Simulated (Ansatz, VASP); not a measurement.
BaS: VASP beside Ansatz

```
CELL_PARAMETERS angstrom
0.00000 3.19375 3.19375
3.19375 0.00000 3.19375
3.19375 3.19375 0.00000
ATOMIC_POSITIONS crystal
Ba 0.00000 0.00000 0.00000
S 0.50000 0.50000 0.50000
```

Alike in both runs: functional LDA; k mesh 7 × 7 × 7; occupations fermi-dirac, width 0.05 eV; no spin polarisation.

|  | VASP | Ansatz |
| --- | --- | --- |
| version | VASP 6.6.1 | Ansatz 0.2.0 |
| potentials or method | VASP PAW LDA potentials, release 64 (Ba_sv, S), cutoff 520 eV | all-electron LAPW, scalar-relativistic |
| task | single point | band structure |

VASP gave:

```
gap on the k mesh at the Fermi level (eV) : 1.96
least direct gap on the mesh (eV)         : 2.11
pressure (GPa)                            : -1.8
```

**Question.** Which values does Ansatz return?

**Answer.** gap on the k mesh at the Fermi level (eV): 2.07; least direct gap on the mesh (eV): 2.19; pressure (GPa): -2.5.

LDA's correlation is that of Perdew and Zunger in VASP and of Perdew and Wang (1992) in Ansatz. Ansatz ran all-electron here, and VASP with PAW potentials.

Neither program's run includes spin-orbit coupling.
